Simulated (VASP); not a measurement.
# CO2 (CO2-V) (I-42d) in VASP: further runs, part 2 of 2

VASP 6.6.1. The steps go on from the part before.

## Step 4: Single point, PBEsol

This run uses another cell than the first one, of 5.32 Å³/atom, 0.909 times its volume.

INCAR

```
SYSTEM = CO2
PREC = Accurate ; ENCUT = 520
EDIFF = 1E-6 ; ISMEAR = 0
SIGMA = 0.01 ; LREAL = .False.
LASPH = .True. ; NELM = 100
ALGO = Normal ; ISIF = 2
LWAVE = .False. ; LCHARG = .False.
GGA = PS ; NBANDS = 25
```

KPOINTS

```
Automatic mesh
0
Gamma
  8 8 8
  0 0 0
```

POSCAR

```
CO2
1.0
   -1.6281559079      1.6281559079      3.0111474675
    1.6281559079     -1.6281559079      3.0111474675
    1.6281559079      1.6281559079     -3.0111474675
C O
2 4
Direct
    0.0000000000      0.0000000000      0.0000000000
    0.7500000000      0.2500000000      0.5000000000
    0.3750000000      0.3528161736      0.4778161736
    0.6471838264      0.1250000000      1.0221838264
    0.8750000000      0.8971838264      0.5221838264
    0.1028161736      0.6250000000     -0.0221838264
```

Potentials or basis: VASP PAW PBE potentials, release 64 (C, O).

Launch:

```
$ cat potpaw_PBE.64/C/POTCAR potpaw_PBE.64/O/POTCAR > POTCAR
$ mpirun -np 1 vasp_std > vasp.out
```

OUTCAR:

```text
SYSTEM = CO2
   PREC = Accurate
   ENCUT = 520
   EDIFF = 1E-6
   ISMEAR = 0
   LREAL = .False.
   LASPH = .True.
   NELM = 100
   ISIF = 2
   GGA = PS

 ion  position               nearest neighbor table
   1  0.000  0.000  0.000-   3 1.33   4 1.33   5 1.33   6 1.33
   2  0.750  0.250  0.500-   3 1.33   4 1.33   5 1.33   6 1.33
   3  0.375  0.353  0.478-   1 1.33   2 1.33
   4  0.647  0.125  0.022-   1 1.33   2 1.33
   5  0.875  0.897  0.522-   1 1.33   2 1.33
   6  0.103  0.625  0.978-   1 1.33   2 1.33

  LATTYP: Found a body centered tetragonal cell.
 ALAT       =     3.2563118158
 C/A-ratio  =     1.8494220688

  Lattice vectors:

 A1 = (  -1.6281559079,   1.6281559079,   3.0111474675)
 A2 = (   1.6281559079,  -1.6281559079,   3.0111474675)
 A3 = (   1.6281559079,   1.6281559079,  -3.0111474675)

Analysis of symmetry for initial positions (statically):
=====================================================================
 Subroutine PRICEL returns:
 Original cell was already a primitive cell.

 Routine SETGRP: Setting up the symmetry group for a
 body centered tetragonal supercell.

 Subroutine GETGRP returns: Found  8 space group operations
 (whereof  4 operations were pure point group operations)
 out of a pool of 16 trial point group operations.

The static configuration has the point symmetry S_4 .
 The point group associated with its full space group is D_2d.

Analysis of symmetry for dynamics (positions and initial velocities):
=====================================================================
 Subroutine PRICEL returns:
 Original cell was already a primitive cell.

 Routine SETGRP: Setting up the symmetry group for a
 body centered tetragonal supercell.

 Subroutine GETGRP returns: Found  8 space group operations
 (whereof  4 operations were pure point group operations)
 out of a pool of 16 trial point group operations.

The dynamic configuration has the point symmetry S_4 .
[... 124 lines left out ...]
   EFERMI_NEDOS =   21; number of points for ismear=-14 and -15
   IALGO  =     38    algorithm
   IMIX   =      4    mixing-type and parameters
     AMIX     =   0.40;   BMIX     =  1.00
     AMIX_MAG =   1.60;   BMIX_MAG =  1.00
  volume/ion in A,a.u.               =       5.32        35.91
  Fermi-wavevector in a.u.,A,eV,Ry     =   1.638313  3.095962 36.518974  2.684069
  Thomas-Fermi vector in A             =   2.729306
   LORBIT       =      0    0 simple, 1 ext, 2 COOP (PROOUT), +10 PAW based schemes
   GGA     = PS    functional components
   LHFCALC =     F    Hartree Fock is set to
   AEXX    =    0.0000 exact exchange contribution
   IVDW    =     0    specifies the selected vdW correction
   LEPSILON=     F    determine dielectric tensor
   LRPA    =     F    only Hartree local field effects (RPA)
 non-spin polarized calculation
 Gauss-broadening in eV      SIGMA  =   0.01
  energy-cutoff  :      520.00
  volume of cell :       31.93
 maximum number of plane-waves:       880
   NGX = 13   NGY = 13   NGZ = 13

 number of electron      32.0000005 magnetization

 Free energy of the ion-electron system (eV)
  ---------------------------------------------------
  ext. energy  EPLUGINS =         0.00000000
  ---------------------------------------------------
  free energy    TOTEN  =       -42.80057118 eV

  energy without entropy =      -42.80057118  energy(sigma->0) =      -42.80057118

 E-fermi :   7.5648     XC(G=0): -13.8721

 val. band max:        7.4905557859   @ k =  -0.2500   0.3750   0.2500
 cond. band min:      14.5760054368   @ k =   0.0000   0.0000   0.0000
 fundamental gap:      7.0854496509
 Fermi energy:         7.5647652177

 k-point     1 :       0.0000    0.0000    0.0000
  band No.  band energies     occupation
      1     -19.8891      2.00000
      2     -12.6373      2.00000
      3     -12.4803      2.00000
      4     -12.4803      2.00000
      5      -7.8704      2.00000
      6      -3.4386      2.00000
[... 661 lines left out ...]
     24      22.9461      0.00000
     25      27.9191      0.00000

 [... further k-points ...]
[... 5 lines left out ...]
  --------------------------------------------------------------------------------------
  -------------------------------------------------------------------------------------
  Total       20.6107254     20.6107254     20.7299452      0.0000000      0.0000000      0.0000000
  in kB     1034.2365078   1034.2365078   1040.2188998      0.0000000      0.0000000      0.0000000
  external PRESSURE =    1036.2306385 kB  Pullay stress =       0.0000000 kB

 VOLUME and BASIS-vectors are now :
 -----------------------------------------------------------------------------
  energy-cutoff  :      520.00
  volume of cell :       31.93
      direct lattice vectors                 reciprocal lattice vectors
    -1.628155908  1.628155908  3.011147467     0.000000000  0.307095898  0.166049656
     1.628155908 -1.628155908  3.011147467     0.307095898  0.000000000  0.166049656
     1.628155908  1.628155908 -3.011147467     0.307095898  0.307095898  0.000000000

 POSITION                                       TOTAL-FORCE (eV/Angst)
 -----------------------------------------------------------------------------------
      0.00000      0.00000      0.00000         0.000000     -0.000000     -0.000000
      0.00000      1.62816      1.50557         0.000000     -0.000000      0.000000
      0.74184      0.81408      0.75279         0.186411     -0.000000      0.000000
     -0.81408      0.88632      2.25836         0.000000     -0.186411     -0.000000
      0.88632      0.81408      3.76393        -0.186411     -0.000000     -0.000000
      2.44223      0.74184     -0.75279         0.000000      0.186411      0.000000
 -----------------------------------------------------------------------------------
    total drift:                               -0.000003     -0.000003     -0.000003

  FREE ENERGIE OF THE ION-ELECTRON SYSTEM (eV)
  ---------------------------------------------------
  free  energy   TOTEN  =       -42.8005711771 eV

  energy  without entropy=      -42.8005711771  energy(sigma->0) =      -42.80057118
```

Run time: 20 s. Hardware: 1 thread of Intel Xeon 6975P-C (Granite Rapids), shared host; peak memory 0.17 GiB.

Results:

* Free energy: -42.8006 eV
* Pressure: 103.6 GPa
* Largest force: 0.186 eV/Å
* Band gap on the k mesh: 7.09 eV, indirect (least direct gap 7.23 eV)

Forces on the atoms (eV/Å):
```
C    0.000  0.000  0.000
C    0.000  0.000  0.000
O    0.186  0.000  0.000
O    0.000 -0.186  0.000
O   -0.186  0.000  0.000
O    0.000  0.186  0.000
```

Caveat: the PAW data sets were made with another functional, which shifts forces and pressure a little. A k mesh can miss the band edges.

## Step 5: Relaxation of cell and atoms, PBEsol, target pressure 100 GPa, at which the enthalpy is minimised

INCAR

```
SYSTEM = CO2
  PREC = Accurate
  ENCUT = 600
  EDIFF = 1E-6
  ISMEAR = 0
  SIGMA = 0.01
  LREAL = .False.
  LASPH = .True.
  NELM = 100
  ALGO = Normal
  ISIF = 3
  LWAVE = .False.
  LCHARG = .False.
  GGA = PS
  IBRION = 2
  NSW = 80
  EDIFFG = -0.003
  PSTRESS = 1000.0
```

KPOINTS

```
regular mesh
0
Gamma
  8 8 8
  0 0 0
```

POSCAR

```
CO2
1.0
   -1.7171173567      1.7171173567      2.9794418966
    1.7171173567     -1.7171173567      2.9794418966
    1.7171173567      1.7171173567     -2.9794418966
C O
2 4
Direct
    0.0000000000      0.0000000000      0.0000000000
    0.7500000000      0.2500000000      0.5000000000
    0.3750000000      0.3374172389      0.4624172389
    0.6625827611      0.1250000000      1.0375827611
    0.8750000000      0.9125827611      0.5375827611
    0.0874172389      0.6250000000     -0.0375827611
```

Launch:

```
$ cat potpaw_PBE.64/C/POTCAR potpaw_PBE.64/O/POTCAR > POTCAR
$ mpirun -np 1 vasp_std > vasp.out
```

Run time: 2.7 min. Hardware: 1 thread of Intel Xeon 6975P-C (Granite Rapids), shared host; peak memory 0.2 GiB.

Results (log left out):

```yaml
Free_energy: -42.8856 eV
Relaxed_volume: 5.33 Å³/atom
Relaxed_cell: a = 3.798 Å, b = 3.798 Å, c = 3.798 Å, α = 129.30°, β = 129.30°, γ = 74.53°
Space_group_after_relaxing_to_0.05_Å: I-42d (No. 122)
Energy_change_on_relaxing_the_enthalpy_is_what_falls: +258.3 meV/atom
Ionic_steps: 23
Pressure_after_relaxing: 100.0 GPa
Band_gap_on_the_k_mesh: 7.08 eV, indirect (least direct gap 7.21 eV)
```

Forces in eV/Å, atoms in the order of the input:
```
C    0.000  0.000  0.000
C    0.000  0.000  0.000
O    0.003  0.000  0.000
O    0.000 -0.003  0.000
O   -0.003  0.000  0.000
O    0.000  0.003  0.000
```

Step by step:
| step | energy change (eV) | largest force (eV/Å) | pressure (GPa) | volume (Å³) |
| --- | --- | --- | --- | --- |
| 1 | 0.0000 | 0.1578 | 62.38 | 35.14 |
| 2 | 5.2528 | 4.6483 | 221.57 | 28.60 |
| 3 | 1.0296 | 1.2814 | 98.76 | 33.06 |
| 4 | 1.0904 | 1.3392 | 100.78 | 32.96 |
| 5 | 1.6675 | 0.7104 | 100.78 | 31.92 |
| 6 | 1.4205 | 0.0136 | 100.56 | 32.27 |
| 7 | 1.3905 | 0.0306 | 98.80 | 32.29 |
| 8 | 1.3399 | 0.1623 | 94.00 | 32.33 |
| 9 | 1.4836 | 0.0635 | 99.06 | 32.09 |
| 10 | 1.5115 | 0.1057 | 100.04 | 32.04 |
| 11 | 1.5308 | 0.0676 | 100.16 | 32.01 |
| 12 | 1.5630 | 0.0045 | 100.39 | 31.96 |
| 13 | 1.5620 | 0.0062 | 100.42 | 31.96 |
| 14 | 1.5463 | 0.0375 | 100.28 | 31.99 |
| 15 | 1.5610 | 0.0083 | 100.38 | 31.96 |
| 16 | 1.5473 | 0.0093 | 99.88 | 31.98 |
| 17 | 1.5503 | 0.0054 | 99.97 | 31.98 |
| 18 | 1.5508 | 0.0044 | 99.98 | 31.98 |
| 19 | 1.5511 | 0.0041 | 100.00 | 31.98 |
| 20 | 1.5504 | 0.0011 | 100.02 | 31.98 |
| 21 | 1.5483 | 0.0098 | 99.99 | 31.98 |
| 22 | 1.5491 | 0.0058 | 99.98 | 31.98 |
| 23 | 1.5496 | 0.0029 | 99.98 | 31.98 |

Final structure:
```xyz
6
Lattice="-1.6263 1.6263 3.0228 1.6263 -1.6263 3.0228 1.6263 1.6263 -3.0228" Properties=species:S:1:pos:R:3 pbc="T T T"
C     0.0000    0.0000    0.0000
C     0.0000    1.6263    1.5114
O     0.7448    0.8132    0.7557
O    -0.8132    0.8815    2.2671
O     0.8815    0.8132    3.7785
O     2.4395    0.7448   -0.7557
```

Levels at points of the mesh, in eV from the valence-band top:
```tsv
k point	band 13	band 14	band 15	band 16	band 17	band 18	band 19	band 20
(0.00, 0.00, 0.00)	-2.63	-0.14	-0.13	-0.13	7.08	10.62	10.62	11.92
(0.50, 0.00, 0.00)	-2.20	-1.75	-0.72	-0.61	9.20	10.81	11.71	12.12
(0.50, 0.50, 0.00)	-0.95	-0.95	-0.21	-0.21	10.62	10.62	11.78	11.78
(0.50, 0.50, 0.50)	-2.94	-2.94	-0.58	-0.58	7.69	7.69	10.80	10.80
```

Caveat: the cell is relaxed towards a set pressure, so the enthalpy falls and the energy may rise; the PAW data sets were made with another functional, which shifts forces and pressure a little.

## Step 6: Summary

```tsv
task	cell	cutoff (eV)	gap on the mesh (eV)	pressure (GPa)	largest force (eV/Å)
single point	a = 3.844 Å, angles 126.9, 126.9, 78.4°, 6 atoms	520	7.18	63.1	0.16
relaxation of cell and atoms	relaxed to 60 GPa from a = 3.868 Å, angles 124.3, 124.3, 82.8°, 6 atoms	600	7.15	60.0	-
single point	a = 3.791 Å, angles 129.1, 129.1, 74.8°, 6 atoms	520	7.09	103.6	0.19
relaxation of cell and atoms	relaxed to 100 GPa from a = 3.844 Å, angles 126.9, 126.9, 78.4°, 6 atoms	600	7.08	100.0	-
```

Alike in all rows: level PBEsol; potentials or basis VASP PAW PBE potentials, release 64 (C, O); no spin polarisation; k mesh 8 × 8 × 8; smearing gaussian 0.01 eV.

Caveats: the PAW data sets were made with another functional, which shifts forces and pressure a little; the cell is relaxed towards a set pressure, so the enthalpy falls and the energy may rise (some runs).

Absolute energies hang on the potentials; compare differences alone.
